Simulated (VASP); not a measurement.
# KCl (P-1) in VASP: single point with PBEsol

Aim: the single point of KCl with PBEsol.

All numbers are computed with VASP 6.6.1; they aren't measurements. Logs are shortened: lines on timing, memory, paths and dates and some standing lists are left out, and cuts for length are marked.

## 1. The cell of the first run

The typed cell holds 4 atoms: a = 4.413 Å, b = 4.413 Å, c = 7.644 Å, α = 73.22°, β = 73.22°, γ = 60.00°.

## 2. Single point, PBEsol (atoms displaced along a vibrational mode)

Input file INCAR:

```
PREC     = Accurate       # precision mode
ENCUT    = 520            # plane-wave cutoff, eV
EDIFF    = 1E-6           # SCF threshold, eV
ISMEAR   = 0              # smearing method
SIGMA    = 0.05           # smearing width, eV
LREAL    = False          # projectors in reciprocal space
LASPH    = True           # aspherical terms in the spheres
NELM     = 100            # most SCF steps
ALGO     = Normal         # electronic algorithm
ISIF     = 2              # what is computed and relaxed
LWAVE    = False          # write WAVECAR
LCHARG   = False          # write CHGCAR
GGA      = PS             # functional
NBANDS   = 24             # bands
```

Input file KPOINTS:

```
Automatic mesh
0
Gamma
  6 6 6
```

Input file POSCAR:

```
KCl
1.0
    0.0000000000     -3.1207041401     -3.1207041401
   -3.1207041401      0.0000000000     -3.1207041401
    3.1207041401      3.1207041401     -6.2414082803
K Cl
2 2
Direct
    0.4824398976      0.5226372024      0.5000000000
    0.0175601024      0.9773627976      0.0000000000
    0.7500000000      0.7500000000      0.7500000000
    0.2500000000      0.2500000000      0.2500000000
```

Potentials or basis: VASP PAW PBE potentials, release 64 (K_sv, Cl).

Run with:

```
> cat potpaw_PBE.64/K_sv/POTCAR potpaw_PBE.64/Cl/POTCAR > POTCAR
> mpirun -np 1 vasp_std > vasp.out
```

OUTCAR:

```text
PREC = Accurate
   ENCUT = 520
   EDIFF = 1E-6
   ISMEAR = 0
   LREAL = False
   LASPH = True
   NELM = 100
   ISIF = 2
   GGA = PS

 ion  position               nearest neighbor table
   1  0.482  0.523  0.500-   4 3.05   3 3.07   3 3.11   4 3.14   4 3.18   3 3.19
   2  0.018  0.977  0.000-   4 3.05   3 3.07   3 3.11   4 3.14   4 3.18   3 3.19
   3  0.750  0.750  0.750-   1 3.07   2 3.07   2 3.11   1 3.11   2 3.19   1 3.19
   4  0.250  0.250  0.250-   2 3.05   1 3.05   2 3.14   1 3.14   2 3.18   1 3.18

  LATTYP: Found a trigonal (rhomboedric) cell.
 ALAT       =     7.6441327815
 COS(alpha) =     0.8333333333

  Lattice vectors:

 A1 = (   3.1207041401,   6.2414082802,  -3.1207041402)
 A2 = (   6.2414082802,   3.1207041401,  -3.1207041402)
 A3 = (   3.1207041401,   3.1207041401,  -6.2414082803)

Analysis of symmetry for initial positions (statically):
=====================================================================
 Subroutine PRICEL returns:
 Original cell was already a primitive cell.

 Routine SETGRP: Setting up the symmetry group for a
 trigonal (rhombohedral) supercell.

 Subroutine GETGRP returns: Found  2 space group operations
 (whereof  1 operations were pure point group operations)
 out of a pool of 12 trial point group operations.

The static configuration has the point symmetry C_1 .
 The point group associated with its full space group is S_2 .

Analysis of symmetry for dynamics (positions and initial velocities):
=====================================================================
 Subroutine PRICEL returns:
 Original cell was already a primitive cell.

 Routine SETGRP: Setting up the symmetry group for a
 trigonal (rhombohedral) supercell.

 Subroutine GETGRP returns: Found  2 space group operations
 (whereof  1 operations were pure point group operations)
 out of a pool of 12 trial point group operations.

The dynamic configuration has the point symmetry C_1 .
 The point group associated with its full space group is S_2 .

 Subroutine INISYM returns: Found  2 space group operations
 (whereof  1 operations are pure point group operations),
 and found     1 'primitive' translations

----------------------------------------------------------------------------------------

                                     Primitive cell
[... 85 lines left out ...]
 SYSTEM =  unknown system
   PREC   = accura    normal or accurate (medium, high low for compatibility)
   ISTART =      0    job   : 0-new  1-cont  2-samecut
   ICHARG =      2    charge: 1-file 2-atom 10-const
   ISPIN  =      1    spin polarized calculation?
   LNONCOLLINEAR =      F non collinear calculations
   LSORBIT =      F    spin-orbit coupling
   LASPH  =      T    aspherical Exc in radial PAW
   ENCUT  =  520.0 eV  38.22 Ry    6.18 a.u.   8.21  8.21 14.21*2*pi/ulx,y,z
   NELM   =    100;   NELMIN=  2; NELMDL= -5     # of ELM steps
   EDIFF  = 0.1E-05   stopping-criterion for ELM
   LREAL  =      F    real-space projection
[... 7 lines left out ...]
   TEBEG  =    0.0;   TEEND  =   0.0 temperature during run
   PSTRESS=    0.0 pullay stress
   NELECT =      32.0000    total number of electrons
   NUPDOWN=      -1.0000    fix difference up-down
   EMIN   =  10.00;   EMAX   =-10.00  energy-range for DOS
   EFERMI =   0.00;   METHOD = LEGACY
   ISMEAR =     0;   SIGMA  =   0.05  broadening in eV -4-tet -1-fermi 0-gaus
   EFERMI_NEDOS =   21; number of points for ismear=-14 and -15
   IALGO  =     38    algorithm
   IMIX   =      4    mixing-type and parameters
     AMIX     =   0.40;   BMIX     =  1.00
     AMIX_MAG =   1.60;   BMIX_MAG =  1.00
  volume/ion in A,a.u.               =      30.39       205.09
  Fermi-wavevector in a.u.,A,eV,Ry     =   1.049185  1.982673 14.977157  1.100790
  Thomas-Fermi vector in A             =   2.184138
   LORBIT       =      0    0 simple, 1 ext, 2 COOP (PROOUT), +10 PAW based schemes
   GGA     = PS    functional components
   LHFCALC =     F    Hartree Fock is set to
   AEXX    =    0.0000 exact exchange contribution
   IVDW    =     0    specifies the selected vdW correction
   LEPSILON=     F    determine dielectric tensor
   LRPA    =     F    only Hartree local field effects (RPA)
 non-spin polarized calculation
 Gauss-broadening in eV      SIGMA  =   0.05
  energy-cutoff  :      520.00
  volume of cell :      121.57
 maximum number of plane-waves:      3292
 NGX is ok and might be reduce to    36
   NGX = 17   NGY = 17   NGZ = 29

 number of electron      32.0000003 magnetization

 Free energy of the ion-electron system (eV)
  ---------------------------------------------------
  ext. energy  EPLUGINS =         0.00000000
  ---------------------------------------------------
  free energy    TOTEN  =       -14.03405967 eV

  energy without entropy =      -14.03405967  energy(sigma->0) =      -14.03405967

 E-fermi :  -1.4939     XC(G=0):  -7.8258

 val. band max:       -1.8076992128   @ k =   0.0000   0.0000   0.0000
 cond. band min:       3.2936584503   @ k =   0.0000   0.0000   0.0000
 fundamental gap:      5.1013576631
 Fermi energy:        -1.4939159259

 k-point     1 :       0.0000    0.0000    0.0000
  band No.  band energies     occupation
      1     -28.7907      2.00000
      2     -28.7778      2.00000
      3     -14.1245      2.00000
      4     -13.9303      2.00000
      5     -12.3283      2.00000
      6     -12.3258      2.00000
[... 637 lines left out ...]
     23       8.2061      0.00000
     24       8.8017      0.00000

 [... further k-points ...]

------------------------ aborting loop because EDIFF is reached ----------------------------------------

  FORCE on cell =-STRESS in cart. coord.  units (eV):
  Direction    XX          YY          ZZ          XY          YZ          ZX
  --------------------------------------------------------------------------------------
  -------------------------------------------------------------------------------------
  Total        0.1393727      0.1001651      0.0461067      0.0210593      0.0003576     -0.0085749
  in kB        1.8368365      1.3201073      0.6076544      0.2775475      0.0047127     -0.1130118
  external PRESSURE =       1.2548661 kB  Pullay stress =       0.0000000 kB

 VOLUME and BASIS-vectors are now :
 -----------------------------------------------------------------------------
  energy-cutoff  :      520.00
  volume of cell :      121.57
      direct lattice vectors                 reciprocal lattice vectors
     0.000000000 -3.120704140 -3.120704140     0.080110125 -0.240330376 -0.080110125
    -3.120704140  0.000000000 -3.120704140    -0.240330376  0.080110125 -0.080110125
     3.120704140  3.120704140 -6.241408280     0.080110125  0.080110125 -0.080110125

 POSITION                                       TOTAL-FORCE (eV/Angst)
 -----------------------------------------------------------------------------------
     -0.07064      0.05480     -6.25725         0.105808     -0.081372      0.023206
     -3.05006     -0.05480     -3.10486        -0.105808      0.081372     -0.023206
      0.00000      0.00000     -9.36211        -0.000000      0.000000      0.000000
      0.00000      0.00000     -3.12070        -0.000000      0.000000     -0.000000
 -----------------------------------------------------------------------------------
    total drift:                                0.000000      0.000000      0.000000

  FREE ENERGIE OF THE ION-ELECTRON SYSTEM (eV)
  ---------------------------------------------------
  free  energy   TOTEN  =       -14.0340596667 eV

  energy  without entropy=      -14.0340596667  energy(sigma->0) =      -14.03405967
```

Wall time 8.2 min (1 thread of Intel Xeon 8259CL, shared host); peak memory 0.44 GiB.

What came out:

* Free energy: -14.0341 eV
* Pressure: 0.1 GPa
* Largest force: 0.135 eV/Å
* Band gap on the k mesh: 5.10 eV

Forces on the atoms (eV/Å):
```
K    0.106 -0.081  0.023
K   -0.106  0.081 -0.023
Cl   0.000  0.000  0.000
Cl   0.000  0.000  0.000
```

Levels at points of the mesh, in eV from the valence-band top:
| k point | band 13 | band 14 | band 15 | band 16 | band 17 | band 18 | band 19 | band 20 |
| --- | --- | --- | --- | --- | --- | --- | --- | --- |
| (0.00, 0.00, 0.00) | -0.35 | 0.00 | 0.00 | 0.00 | 5.10 | 7.47 | 8.29 | 8.31 |
| (0.50, 0.00, 0.00) | -0.43 | -0.42 | -0.31 | -0.28 | 7.28 | 7.28 | 8.21 | 8.27 |
| (0.00, 0.50, 0.00) | -0.43 | -0.42 | -0.32 | -0.27 | 7.28 | 7.28 | 8.21 | 8.28 |
| (0.50, 0.50, 0.50) | -0.43 | -0.42 | -0.30 | -0.29 | 7.28 | 7.28 | 8.24 | 8.25 |
| (0.50, 0.50, 0.00) | -0.36 | -0.35 | -0.23 | -0.23 | 6.38 | 7.48 | 8.33 | 8.58 |
| (0.00, 0.50, 0.50) | -0.36 | -0.36 | -0.23 | -0.23 | 6.38 | 7.49 | 8.34 | 8.59 |
| (0.50, 0.00, 0.50) | -0.36 | -0.36 | -0.24 | -0.23 | 6.38 | 7.49 | 8.33 | 8.59 |
| (0.00, 0.00, 0.50) | -0.20 | -0.20 | -0.17 | -0.16 | 6.39 | 6.39 | 8.06 | 8.06 |

Caveat: the cell differs from its parent crystal (atoms displaced along a vibrational mode); the PAW data sets were made with another functional, which shifts forces and pressure a little. A k mesh can miss the band edges.
